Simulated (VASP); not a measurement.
A run of VASP 6.6.1 is set up as follows.

The input INCAR:

```
SYSTEM = Si12O23
PREC = Accurate ; ENCUT = 520
EDIFF = 1E-6 ; ISMEAR = -1
SIGMA = 0.01 ; LREAL = Auto
LASPH = .True. ; NELM = 200
ALGO = Normal ; ISIF = 2
LWAVE = .False. ; LCHARG = .False.
ISPIN = 2 ; MAGMOM = 0 0 0 0 0 0 0 0 0 0 0 0 0 0 0 0 0 0 0 0 0 0 0 0 0.01 0.01 0.01 0.01 0.05 0.02 0 0.01 0 0.02 0.01 0 0 0 0 0 0.02 0.01 0.01 0 0.01 0.06 0.02 0.01 0.02 0.02 0.02 0.01 0.03 0.03 0.01 0.04 0.02 0.07 0.01 0.02 0.01 0.03 0 0.02 0.07 0.02 0.04 0.02 0.02 0.03
LORBIT = 11 ; NUPDOWN = 1.0
GGA = PE ; NELECT = 369.0
NBANDS = 231 ; GGA_COMPAT = .False.
```

KPOINTS

```
Automatic mesh
0
Gamma
  1 1 1
  0 0 0
```

POSCAR

```
Si12O23
1.0
   10.0416380600      0.0000000000      0.0000000000
   -5.0208190300      8.6963136500      0.0000000000
    0.0000000000      0.0000000000     11.0185484200
Si O
24 46
Direct
    0.0049407935      0.2478881772      0.1651114223
    0.2593707269      0.2553605068      0.0045760145
    0.2511768305      0.0165118878      0.3458394589
   -0.0073710516      0.2396449865      0.6572740095
    0.2236773498      0.1704842401      0.5038113325
    0.2220896662     -0.0128265373      0.8482170976
    0.0165120033      0.7440773377      0.1801939544
    0.2721669352      0.7555625266      0.0028488662
    0.2012307562      0.5837737398      0.2522205916
   -0.0063436762      0.7338192282      0.6653993745
    0.2578883826      0.7651372180      0.5014926742
    0.2413829314      0.4945377645      0.8352032358
    0.5129136403      0.2507536864      0.1643377213
    0.7558148284      0.2449086743     -0.0038291097
    0.7443185616      0.0138396657      0.3373464037
    0.4862118093      0.2179203376      0.6822350312
    0.7431485168      0.2600790724      0.5055502420
    0.7474461620     -0.0090080787      0.8321039970
    0.5208933162      0.7605568485      0.1561909916
    0.7754903199      0.7552004325      0.0021534973
    0.7452572903      0.5114787170      0.3351874557
    0.5006058274      0.7322070922      0.6613319531
    0.7615841429      0.7669711552      0.4971518100
    0.7334393185      0.4893282637      0.8319654963
    0.0746770583      0.4054676032      0.2469286354
    0.1411940612      0.2185663805      0.1175971224
    0.4209479262      0.2794369988      0.0565796615
    0.3933323459      0.1169550892      0.2576066560
    0.0952832752      0.3713707429      0.7554045227
    0.2914773381      0.4124184505      0.9370006036
    0.0940400558      0.1983896956      0.5593925407
    0.1872402317      0.1147160268      0.9065491084
    0.3753301901      0.2452090952      0.5846970374
    0.3750617990      0.0664228095      0.7622418314
    0.1029239529      0.8956487904      0.2664609580
    0.2970996262      0.9363903056      0.4535409346
    0.1590986035      0.6933675823      0.1394507193
    0.1996673341      0.6550933742      0.3814415839
    0.4468136001      0.8129479838      0.0449044606
    0.3679338840      0.6104294583      0.2133422307
    0.0751885538      0.8691399073      0.7670253237
    0.2503588523      0.8957842425      0.9597934774
    0.1208146591      0.7015985045      0.6007364922
    0.2017641525      0.6142958659      0.9076830834
    0.4108050004      0.7767118549      0.5602652488
    0.3803288730      0.5837051239      0.7391179496
    0.6053726060      0.4059605205      0.2445042547
    0.7619872976      0.4174976912      0.4478639078
    0.6294247653      0.2001752425      0.1046180899
    0.7018032785      0.1349784011      0.3981187690
    0.9186398815      0.2750858511      0.0514837726
    0.8938135586      0.1022465809      0.2493742088
    0.5713892315      0.3701467171      0.7662856949
    0.7870049773      0.3997313832      0.9255371339
    0.6059793359      0.1881929347      0.6060508289
    0.6990100149      0.1040599768      0.8998803786
    0.9028811178      0.3001586688      0.5731210646
    0.8836498775      0.0825728334      0.7318285657
    0.5950926346      0.8929144690      0.2589321283
    0.7880442339      0.9294926783      0.4441273448
    0.6468595299      0.7180062148      0.1070476866
    0.7165141876      0.6470641677      0.3848514923
    0.9342068041      0.7745479512      0.0662620632
    0.9060059263      0.5914611868      0.2564621426
    0.5946579892      0.8716108434      0.7568510757
    0.8082991231      0.9102887172      0.9292953599
    0.6206545571      0.6925035323      0.5943485541
    0.7080214648      0.6134925783      0.9073226024
    0.9208905727      0.7971908889      0.5623344345
    0.8651186003      0.5756495330      0.7286163268
```

Potentials or basis: VASP PAW PBE potentials, release 64 (Si, O).

Command:

```sh
$ cat potpaw_PBE.64/Si/POTCAR potpaw_PBE.64/O/POTCAR > POTCAR
$ mpirun -np 1 vasp_gam > vasp.out
```

(1) What does it give for the largest force?

## Answers

(1) 0.056 eV/Å.

Caveat: the k points lie up to 0.72 Å⁻¹ apart; the cell carries a net charge on a neutralising background, which shifts energy and pressure; the total moment is fixed, so each spin has its own Fermi level and the state may be an excited one.
